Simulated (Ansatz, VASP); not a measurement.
# GaN: VASP beside Ansatz

```
CELL_PARAMETERS angstrom
0.00000 2.18157 2.18157
2.18157 0.00000 2.18157
2.18157 2.18157 0.00000
ATOMIC_POSITIONS crystal
Ga 0.00000 0.00000 0.00000
N 0.75000 0.75000 0.75000
```

Alike in both runs: task single point; functional PBE; k mesh 10 × 10 × 10; occupations gaussian, width 0.02 eV; no spin polarisation.

|  | VASP | Ansatz |
| --- | --- | --- |
| version | VASP 6.6.1 | Ansatz 0.2.0 |
| potentials or method | VASP PAW PBE potentials, release 64 (Ga_d, N), cutoff 520 eV | scalar-relativistic, plane waves, PAW |
| valence electrons in the cell | 18 | 18 |

|  | VASP | Ansatz | Ansatz less VASP |
| --- | --- | --- | --- |
| gap on the k mesh at the Fermi level (eV) | 2.35 | 2.34 | -0.015 |
| least direct gap on the mesh (eV) | 2.35 | 2.34 | -0.015 |
| pressure (GPa) | 28.1 | 28.3 | +0.11 |

Both programs put the cell under a high pressure, so it lies far from rest at this level.
